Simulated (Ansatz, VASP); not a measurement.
One calculation of Sb, two programs

```
Sb
1.0
     2.90720    0.00000    0.00000
     0.00000    2.90720    0.00000
     0.00000    0.00000    2.90720
Sb
1
Direct
  0.00000 0.00000 0.00000
```

Change from the starting cell: strain -0.080 along x and y, -0.080 along z, atoms carried along.

Alike in both runs: task single point; functional r2SCAN; k mesh 16 × 16 × 16; occupations gaussian, width 0.15 eV; no spin polarisation.

|  | VASP | Ansatz |
| --- | --- | --- |
| version | VASP 6.6.1 | Ansatz 0.2.0 |
| potentials or method | VASP PAW PBE potentials, release 64 (Sb), cutoff 520 eV | scalar-relativistic, plane waves, PAW |
| valence electrons in the cell | 5 | 15 |

```tsv
	VASP	Ansatz	Ansatz less VASP
gap on the k mesh at the Fermi level (eV)	none	none	-
pressure (GPa)	16.4	16.1	-0.32
```

VASP's potentials were made for PBE, not for r2SCAN. A gap of «none» marks a metal or a gap that the smearing closes. VASP's potentials hold 5 valence electrons a cell and Ansatz's 15, so a difference there can come from the potentials and not from the codes.

Spin-orbit coupling is off throughout.
